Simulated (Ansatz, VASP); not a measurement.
**SnO2 in VASP and in Ansatz**

The input INCAR:

```
SYSTEM = SnO2
PREC = Accurate
ENCUT = 520
EDIFF = 1E-6
ISMEAR = 0
SIGMA = 0.05
LREAL = .False.
LASPH = .True.
NELM = 100
ALGO = Normal
ISIF = 2
LWAVE = .False.
LCHARG = .True.
LELF = .True.
LVHAR = .True.
NBANDS = 35
```

File KPOINTS:

```
regular mesh
0
Gamma
  6 6 8
  0 0 0
```

Contents of POSCAR:

```
SnO2
1.0
    4.7207174017      0.0000000000      0.0000000000
    0.0000000000      4.7207174017      0.0000000000
    0.0000000000      0.0000000000      3.1887553105
Sn O
2 4
Direct
    0.0000000000      0.0000000000     -0.0526851337
    0.5000000000      0.5000000000      0.5526851337
    0.2344479741      0.3777651251      0.0306530775
    0.2655520259      0.8777651251      0.4693469225
    0.7655520259      0.6222348749      0.0306530775
    0.7344479741      0.1222348749      0.4693469225
```

Input for Ansatz:

```yaml
crystal:
  lattice:
    - [4.7207174017, 0.0, 0.0]
    - [0.0, 4.7207174017, 0.0]
    - [0.0, 0.0, 3.1887553105]
  atoms:
    - { symbol: Sn, position: [0.0, 0.0, -0.0526851337] }
    - { symbol: Sn, position: [0.5, 0.5, 0.5526851337] }
    - { symbol: O, position: [0.2344479741, 0.3777651251, 0.0306530775] }
    - { symbol: O, position: [0.2655520259, 0.8777651251, 0.4693469225] }
    - { symbol: O, position: [0.7655520259, 0.6222348749, 0.0306530775] }
    - { symbol: O, position: [0.7344479741, 0.1222348749, 0.4693469225] }
basis:
  ecutwfc: 520.0
kpoints:
  mp_grid: { grid: [6, 6, 8] }
hamiltonian:
  xc: lda
  pseudopotentials: { kind: paw, azcp: { folder: soft_1 } }
scf:
  occupations: { method: gaussian, width: 0.05 }
output:
  forces: true
  stress: true
  eigenvalues: true
```

Change from the starting cell: mode 4 frozen in at -0.478 Å and mode 5 at -0.168 Å (largest displacements).

Alike in both runs: task single point; functional LDA; k mesh 6 × 6 × 8; occupations gaussian, width 0.05 eV; no spin polarisation.

```csv
,VASP,Ansatz
version,VASP 6.6.1,Ansatz 0.2.0
potentials or method,"VASP PAW LDA potentials, release 64 (Sn_d, O), cutoff 520 eV","scalar-relativistic, plane waves, PAW"
valence electrons in the cell,52,52
```

Ansatz gave:

- gap on the k mesh at the Fermi level (eV): 0.91
- least direct gap on the mesh (eV): 0.92
- pressure (GPa): -8.1
- traceless stress, the component that is largest in VASP (GPa): -2.36
- rms of the force components (eV/Å): 0.737

Problem. What did VASP give for the same quantities?

Solution. gap on the k mesh at the Fermi level (eV): 0.92; least direct gap on the mesh (eV): 0.93; pressure (GPa): -7.0; traceless stress, the component that is largest in VASP (GPa): -2.08; rms of the force components (eV/Å): 0.731.

Ansatz warns that its potentials were made for another functional, while VASP's fit it. LDA's correlation is that of Perdew and Zunger in VASP and of Perdew and Wang (1992) in Ansatz. Atom by atom the forces differ by 0.028 eV/Å (rms over components).
